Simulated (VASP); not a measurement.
# GeB2C3 (P4/mmm) in VASP: relaxation of cell and atoms with PBE

Aim: the relaxation of cell and atoms of GeB2C3 with PBE.

All numbers are computed with VASP 6.6.1; they aren't measurements. Logs are shortened: lines on timing, memory, paths and dates and some standing lists are left out, and cuts for length are marked.

## (1) The cell of the first run

Symmetry: P4/mmm, No. 123, tetragonal system. The conventional cell has a = 2.595 Å, b = 2.595 Å, c = 7.908 Å, α = 90.00°, β = 90.00°, γ = 90.00°. Within 2.9 Å of Ge (site symmetry 4/mmm) lie 2 B at 2.16 Å and 4 Ge at 2.59 Å. Within 2.6 Å of B (site symmetry 4mm) lie 8 C at 1.89 to 2.57 Å and 1 Ge at 2.16 Å and 4 B at 2.59 Å. C (site symmetry 4mm) has 1 C at 1.35 Å within 1.8 Å. Within 1.8 Å of C (site symmetry 4/mmm) lie 2 C at 1.35 Å.

The cell was generated, and may not be a known phase.

## (2) Relaxation of cell and atoms, PBE

Input file INCAR:

```
ALGO = Normal ; EDIFF = 1E-7
EDIFFG = -0.01 ; ENCUT = 600
GGA = PE ; IBRION = 2
ISIF = 3 ; ISMEAR = 0
LASPH = T ; LCHARG = F
LREAL = F ; LWAVE = F
NELM = 100 ; NSW = 100
PREC = Accurate ; SIGMA = 0.1
```

Input file KPOINTS:

```
k-points
0
Gamma
  14 14 6
```

Input file POSCAR:

```
GeB2C3
1.0
    2.5946449905      0.0000000000      0.0000000000
    0.0000000000      2.5946449905      0.0000000000
    0.0000000000      0.0000000000      7.9077983178
Ge B C
1 2 3
Direct
    0.5000000000      0.5000000000      0.0000000000
    0.5000000000      0.5000000000      0.2727333484
    0.5000000000      0.5000000000      0.7272666516
    0.0000000000      0.0000000000      0.6701023653
    0.0000000000      0.0000000000      0.3298976347
    0.0000000000      0.0000000000      0.5000000000
```

Potentials or basis: VASP PAW PBE potentials, release 64 (Ge_d, B, C).

Run with:

```bash
$ cat potpaw_PBE.64/Ge_d/POTCAR potpaw_PBE.64/B/POTCAR potpaw_PBE.64/C/POTCAR > POTCAR
$ mpirun -np 1 vasp_std > vasp.out
```

OUTCAR:

```text
EDIFF = 1E-7
   EDIFFG = -0.01
   ENCUT = 600
   GGA = PE
   IBRION = 2
   ISIF = 3
   ISMEAR = 0
   LASPH = T
   LREAL = F
   NELM = 100
   NSW = 100
   PREC = Accurate

 ion  position               nearest neighbor table
   1  0.500  0.500  0.000-   2 2.16   3 2.16
   2  0.500  0.500  0.273-   5 1.89   5 1.89   5 1.89   5 1.89   1 2.16
   3  0.500  0.500  0.727-   4 1.89   4 1.89   4 1.89   4 1.89   1 2.16
   4  0.000  0.000  0.670-   6 1.35   3 1.89   3 1.89   3 1.89   3 1.89
   5  0.000  0.000  0.330-   6 1.35   2 1.89   2 1.89   2 1.89   2 1.89
   6  0.000  0.000  0.500-   4 1.35   5 1.35

  LATTYP: Found a simple tetragonal cell.
 ALAT       =     2.5946449905
 C/A-ratio  =     3.0477380708

  Lattice vectors:

 A1 = (   2.5946449905,   0.0000000000,   0.0000000000)
 A2 = (   0.0000000000,   2.5946449905,   0.0000000000)
 A3 = (   0.0000000000,   0.0000000000,   7.9077983178)

Analysis of symmetry for initial positions (statically):
=====================================================================
 Subroutine PRICEL returns:
 Original cell was already a primitive cell.

 Routine SETGRP: Setting up the symmetry group for a
 simple tetragonal supercell.

 Subroutine GETGRP returns: Found 16 space group operations
 (whereof 16 operations were pure point group operations)
 out of a pool of 16 trial point group operations.

The static configuration has the point symmetry D_4h.

Analysis of symmetry for dynamics (positions and initial velocities):
=====================================================================
 Subroutine PRICEL returns:
 Original cell was already a primitive cell.

 Routine SETGRP: Setting up the symmetry group for a
 simple tetragonal supercell.

 Subroutine GETGRP returns: Found 16 space group operations
 (whereof 16 operations were pure point group operations)
 out of a pool of 16 trial point group operations.

The dynamic configuration has the point symmetry D_4h.

 Subroutine INISYM returns: Found 16 space group operations
 (whereof 16 operations are pure point group operations),
 and found     1 'primitive' translations

----------------------------------------------------------------------------------------

                                     Primitive cell

  volume of cell :      53.2367

  direct lattice vectors                    reciprocal lattice vectors
     2.594644990  0.000000000  0.000000000     0.385409181  0.000000000  0.000000000
     0.000000000  2.594644990  0.000000000     0.000000000  0.385409181  0.000000000
     0.000000000  0.000000000  7.907798318     0.000000000  0.000000000  0.126457449

  length of vectors
     2.594644990  2.594644990  7.907798318     0.385409181  0.385409181  0.126457449

  position of ions in fractional coordinates (direct lattice)
     0.500000000  0.500000000  0.000000000
     0.500000000  0.500000000  0.272733348
     0.500000000  0.500000000  0.727266652
     0.000000000  0.000000000  0.670102365
     0.000000000  0.000000000  0.329897635
     0.000000000  0.000000000  0.500000000

  ion indices of the primitive-cell ions
   primitive index   ion index
                 1           1
                 2           2
                 3           3
                 4           4
                 5           5
                 6           6

----------------------------------------------------------------------------------------

 KPOINTS: k-points

Automatic generation of k-mesh.
 Grid dimensions read from file:
 generate k-points for:   14   14    6

 Generating k-lattice:

  Cartesian coordinates                     Fractional coordinates (reciprocal lattice)
     0.027529227  0.000000000  0.000000000     0.071428571  0.000000000  0.000000000
     0.000000000  0.027529227  0.000000000     0.000000000  0.071428571  0.000000000
     0.000000000  0.000000000  0.021076241     0.000000000  0.000000000  0.166666667

  Length of vectors
     0.027529227  0.027529227  0.021076241

  Shift w.r.t. Gamma in fractional coordinates (k-lattice)
     0.000000000  0.000000000  0.000000000

 Subroutine IBZKPT returns following result:
 ===========================================

 Found    144 irreducible k-points:

 Following reciprocal coordinates:
            Coordinates               Weight
  0.000000  0.000000  0.000000      1.000000
  0.071429  0.000000  0.000000      4.000000
  0.142857  0.000000  0.000000      4.000000
  0.214286  0.000000  0.000000      4.000000
  0.285714  0.000000  0.000000      4.000000
  0.357143  0.000000  0.000000      4.000000
[... 16 lines left out ...]
  0.285714  0.214286  0.000000      8.000000
  0.357143  0.214286  0.000000      8.000000
 [... further k-points ...]
   k-points           NKPTS =    144   k-points in BZ     NKDIM =    144   number of bands    NBANDS=     20
   number of dos      NEDOS =    301   number of ions     NIONS =      6
   total plane-waves  NPLWV =  36864
   dimension x,y,z NGX =    24 NGY =   24 NGZ =   64
   dimension x,y,z NGXF=    48 NGYF=   48 NGZF=  128
   ions per type =               1   2   3
   NGX,Y,Z   is equivalent  to a cutoff of  15.38, 15.38, 13.45 a.u.
   NGXF,Y,Z  is equivalent  to a cutoff of  30.75, 30.75, 26.91 a.u.
 SYSTEM =  unknown system
   PREC   = accura    normal or accurate (medium, high low for compatibility)
   ISTART =      0    job   : 0-new  1-cont  2-samecut
   ICHARG =      2    charge: 1-file 2-atom 10-const
   ISPIN  =      1    spin polarized calculation?
   LNONCOLLINEAR =      F non collinear calculations
   LSORBIT =      F    spin-orbit coupling
   LASPH  =      T    aspherical Exc in radial PAW
   ENCUT  =  600.0 eV  44.10 Ry    6.64 a.u.   5.18  5.18 15.79*2*pi/ulx,y,z
   NELM   =    100;   NELMIN=  2; NELMDL= -5     # of ELM steps
   EDIFF  = 0.1E-06   stopping-criterion for ELM
   LREAL  =      F    real-space projection
   EDIFFG = -.1E-01   stopping-criterion for IOM
   NSW    =    100    number of steps for IOM
   IBRION =      2    ionic relax: 0-MD 1-quasi-New 2-CG
   NFREE  =      1    steps in history (QN), initial steepest desc. (CG)
   ISIF   =      3    stress and relaxation
   ISYM   =      2    0-nonsym 1-usesym 2-fastsym
   POTIM  = 0.5000    time-step for ionic-motion
   TEBEG  =    0.0;   TEEND  =   0.0 temperature during run
   PSTRESS=    0.0 pullay stress
   NELECT =      32.0000    total number of electrons
   NUPDOWN=      -1.0000    fix difference up-down
   EMIN   =  10.00;   EMAX   =-10.00  energy-range for DOS
   EFERMI =   0.00;   METHOD = LEGACY
   ISMEAR =     0;   SIGMA  =   0.10  broadening in eV -4-tet -1-fermi 0-gaus
   EFERMI_NEDOS =   21; number of points for ismear=-14 and -15
   IALGO  =     38    algorithm
   IMIX   =      4    mixing-type and parameters
     AMIX     =   0.40;   BMIX     =  1.00
     AMIX_MAG =   1.60;   BMIX_MAG =  1.00
  volume/ion in A,a.u.               =       8.87        59.88
  Fermi-wavevector in a.u.,A,eV,Ry     =   1.381617  2.610878 25.971692  1.908866
  Thomas-Fermi vector in A             =   2.506385
   LORBIT       =      0    0 simple, 1 ext, 2 COOP (PROOUT), +10 PAW based schemes
   GGA     = PE    functional components
   LHFCALC =     F    Hartree Fock is set to
   AEXX    =    0.0000 exact exchange contribution
   IVDW    =     0    specifies the selected vdW correction
   LEPSILON=     F    determine dielectric tensor
   LRPA    =     F    only Hartree local field effects (RPA)
 conjugate gradient relaxation of ions
 non-spin polarized calculation
 Gauss-broadening in eV      SIGMA  =   0.10
  energy-cutoff  :      600.00
  volume of cell :       53.24
 maximum number of plane-waves:      1816
 NGX is ok and might be reduce to    24
   NGX = 11   NGY = 11   NGZ = 31

--------------------------------------- Ionic step        1  -------------------------------------------

 number of electron      32.0000011 magnetization

 Free energy of the ion-electron system (eV)
  ---------------------------------------------------
  ext. energy  EPLUGINS =         0.00000000
  ---------------------------------------------------
  free energy    TOTEN  =       -37.70412634 eV

  energy without entropy =      -37.69586010  energy(sigma->0) =      -37.69999322

------------------------ aborting loop because EDIFF is reached ----------------------------------------

  FORCE on cell =-STRESS in cart. coord.  units (eV):
  Direction    XX          YY          ZZ          XY          YZ          ZX
  --------------------------------------------------------------------------------------
  -------------------------------------------------------------------------------------
  Total       -0.3843441     -0.3843441      0.8037791      0.0000000      0.0000000     -0.0000000
  in kB      -11.5669630    -11.5669630     24.1899974      0.0000000      0.0000000     -0.0000000
  external PRESSURE =       0.3520238 kB  Pullay stress =       0.0000000 kB

 VOLUME and BASIS-vectors are now :
 -----------------------------------------------------------------------------
  energy-cutoff  :      600.00
  volume of cell :       53.24
      direct lattice vectors                 reciprocal lattice vectors
     2.594644990  0.000000000  0.000000000     0.385409181  0.000000000  0.000000000
     0.000000000  2.594644990  0.000000000     0.000000000  0.385409181  0.000000000
     0.000000000  0.000000000  7.907798318     0.000000000  0.000000000  0.126457449
[... 201 lines left out ...]
 POSITION                                       TOTAL-FORCE (eV/Angst)
 -----------------------------------------------------------------------------------
      1.29252      1.29252     -0.00000         0.000000     -0.000000     -0.000000
      1.29252      1.29252      2.16162         0.000000     -0.000000     -0.011950
      1.29252      1.29252      5.78013        -0.000000      0.000000      0.011950
     -0.00000      0.00000      5.32009         0.000000      0.000000     -0.013497
     -0.00000      0.00000      2.62166        -0.000000     -0.000000      0.013497
     -0.00000      0.00000      3.97088         0.000000     -0.000000     -0.000000
 -----------------------------------------------------------------------------------
    total drift:                                0.000000     -0.000000     -0.000000

  FREE ENERGIE OF THE ION-ELECTRON SYSTEM (eV)
  ---------------------------------------------------
  free  energy   TOTEN  =       -37.7074339139 eV

  energy  without entropy=      -37.6988810832  energy(sigma->0) =      -37.70315750

--------------------------------------- Ionic step        7  -------------------------------------------

 number of electron      32.0000007 magnetization

 Free energy of the ion-electron system (eV)
  ---------------------------------------------------
  ext. energy  EPLUGINS =         0.00000000
  ---------------------------------------------------
  free energy    TOTEN  =       -37.70746173 eV

  energy without entropy =      -37.69890141  energy(sigma->0) =      -37.70318157

 E-fermi :   7.1458     XC(G=0): -11.9531

 val. band max:        7.1443270406   @ k =   0.4286   0.2857   0.3333
 cond. band min:       7.1510280304   @ k =   0.4286   0.1429   0.3333
 fundamental gap:      0.0067009898
 Fermi energy:         7.1457654279

 k-point     1 :       0.0000    0.0000    0.0000
  band No.  band energies     occupation
      1     -17.5158      2.00000
      2     -17.2939      2.00000
      3     -17.1568      2.00000
      4     -17.1194      2.00000
      5     -17.1194      2.00000
      6     -11.3979      2.00000
[... 12 lines left out ...]
     19      11.5007      0.00000
     20      12.3145      0.00000
[... 507 lines left out ...]
 k-point    24 :       0.3571    0.2143    0.0000
  band No.  band energies     occupation
      1     -17.2861      2.00000
      2     -17.2777      2.00000
      3     -17.2129      2.00000
      4     -17.1564      2.00000
      5     -17.1535      2.00000
      6      -9.0702      2.00000
[... 12 lines left out ...]
     19      10.5966      0.00000
     20      10.9018      0.00000

 [... further k-points ...]

------------------------ aborting loop because EDIFF is reached ----------------------------------------

  FORCE on cell =-STRESS in cart. coord.  units (eV):
  Direction    XX          YY          ZZ          XY          YZ          ZX
  --------------------------------------------------------------------------------------
  -------------------------------------------------------------------------------------
  Total        0.0027293      0.0027293      0.0283206      0.0000000      0.0000000      0.0000000
  in kB        0.0823403      0.0823403      0.8544051      0.0000000      0.0000000      0.0000000
  external PRESSURE =       0.3396952 kB  Pullay stress =       0.0000000 kB

 VOLUME and BASIS-vectors are now :
 -----------------------------------------------------------------------------
  energy-cutoff  :      600.00
  volume of cell :       53.11
      direct lattice vectors                 reciprocal lattice vectors
     2.585685804  0.000000000  0.000000000     0.386744591  0.000000000  0.000000000
     0.000000000  2.585685804  0.000000000     0.000000000  0.386744591  0.000000000
    -0.000000000  0.000000000  7.943252710    -0.000000000  0.000000000  0.125893011

 POSITION                                       TOTAL-FORCE (eV/Angst)
 -----------------------------------------------------------------------------------
      1.29284      1.29284      7.94325         0.000000      0.000000      0.000000
      1.29284      1.29284      2.16160         0.000000     -0.000000     -0.005034
      1.29284      1.29284      5.78166        -0.000000      0.000000      0.005034
     -0.00000      0.00000      5.32062        -0.000000     -0.000000      0.001097
     -0.00000      2.58569      2.62264         0.000000      0.000000     -0.001097
     -0.00000      0.00000      3.97163         0.000000      0.000000      0.000000
 -----------------------------------------------------------------------------------
    total drift:                                0.000000      0.000000      0.000000

  FREE ENERGIE OF THE ION-ELECTRON SYSTEM (eV)
  ---------------------------------------------------
  free  energy   TOTEN  =       -37.7074617279 eV

  energy  without entropy=      -37.6989014069  energy(sigma->0) =      -37.70318157

 reached required accuracy - stopping structural energy minimisation
```

It took 4.7 min on 1 thread of Intel Xeon Platinum 8559C (Emerald Rapids), shared host; peak memory 0.34 GiB.

What came out:

| Property | Result |
| --- | --- |
| Free energy | -37.7075 eV |
| Relaxed volume | 8.85 Å³/atom |
| Relaxed cell | a = 2.586 Å, b = 2.586 Å, c = 7.943 Å, α = 90.00°, β = 90.00°, γ = 90.00° |
| Space group after relaxing (to 0.1 Å) | P4/mmm (No. 123) |
| Energy gained by relaxing | 0.6 meV/atom |
| Ionic steps | 7 |
| Pressure after relaxing | 0.0 GPa |
| Largest force after relaxing | 0.005 eV/Å |

Forces on the atoms (eV/Å):
```
Ge   0.000  0.000  0.000
B    0.000  0.000 -0.005
B    0.000  0.000  0.005
C    0.000  0.000  0.001
C    0.000  0.000 -0.001
C    0.000  0.000  0.000
```

Step by step:
```
step  energy change (eV)  largest force (eV/Å)  pressure (GPa)  volume (Å³)
   1              0.0000                0.0859            0.04        53.24
   2              0.0004                0.3975           -1.31        53.25
   3             -0.0021                0.1510           -0.63        53.24
   4             -0.0032                0.0350            0.38        53.01
   5             -0.0033                0.0111            0.14        53.07
   6             -0.0033                0.0135            0.09        53.07
   7             -0.0033                0.0050            0.03        53.11
```

Final structure:
```cif
data_structure
_symmetry_space_group_name_H-M 'P 1'
_symmetry_Int_Tables_number 1
_cell_length_a 2.5857
_cell_length_b 2.5857
_cell_length_c 7.9433
_cell_angle_alpha 90.000
_cell_angle_beta 90.000
_cell_angle_gamma 90.000
_cell_volume 53.11
loop_
_atom_site_label
_atom_site_type_symbol
_atom_site_fract_x
_atom_site_fract_y
_atom_site_fract_z
_atom_site_occupancy
Ge1 Ge 0.50000 0.50000 0.00000 1
B1 B 0.50000 0.50000 0.27213 1
B2 B 0.50000 0.50000 0.72787 1
C1 C 0.00000 0.00000 0.66983 1
C2 C 0.00000 0.00000 0.33017 1
C3 C 0.00000 0.00000 0.50000 1
```

Levels at points of the mesh, in eV from the Fermi level:
```csv
k point,band 13,band 14,band 15,band 16,band 17,band 18,band 19,band 20
"(0.00, 0.00, 0.00)",-2.32,-1.17,-1.17,2.00,3.79,3.79,4.35,5.17
"(0.50, 0.00, 0.00)",-4.04,-2.95,-1.69,-1.27,1.93,4.76,5.17,5.42
"(0.50, 0.50, 0.00)",-4.12,-3.24,-3.12,-2.24,-2.24,-1.66,0.34,0.34
"(0.00, 0.00, 0.50)",-3.08,-1.20,-1.20,2.55,3.89,3.90,3.90,5.75
"(0.50, 0.00, 0.50)",-4.92,-3.60,-1.27,1.01,1.93,2.80,5.29,5.30
"(0.50, 0.50, 0.50)",-4.06,-3.54,-3.20,-1.27,-1.27,-0.92,-0.92,-0.59
```

Caveat: the highest band is partly filled, so the run has too few bands.
